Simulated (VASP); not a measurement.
MoS2, 3 atoms in the cell. The cell holds a slab with vacuum, 3 atoms: a = 3.184 Å, b = 3.184 Å, c = 17.335 Å, α = 90.00°, β = 90.00°, γ = 120.00°. 

| Item | Value |
| --- | --- |
| Program | VASP 6.6.1 |
| Task | single point |
| Functional | PBE |
| Potentials or basis | VASP PAW PBE potentials, release 64 (Mo_sv, S) |
| Cutoff | 520 eV |
| k mesh | 6 × 6 × 1 |
| Occupations | gaussian, width 0.1 eV |
| Spin | collinear spin, ferromagnetic start |
| Starting moments | [1.0, 0.0, 0.0] μB |
| Dipole correction | no |
| Further INCAR settings | ALGO = Normal; EDIFF = 1e-06; NBANDS = 24 |

Potentials or basis: VASP PAW PBE potentials, release 64 (Mo_sv, S).

Launch:

```console
$ cat potpaw_PBE.64/Mo_sv/POTCAR potpaw_PBE.64/S/POTCAR > POTCAR
$ mpirun -np 1 vasp_std > vasp.out
```

Hardware: 1 thread of Intel(R) Xeon(R) 6975P-C (Granite Rapids), with other jobs on the host.

Question: How long does it take, and how much memory?

Answer: Run time: 47 s on 1 thread of Intel(R) Xeon(R) 6975P-C (Granite Rapids) (shared host), peak memory 0.33 GiB. Counts: scf iterations 25, k points 7.
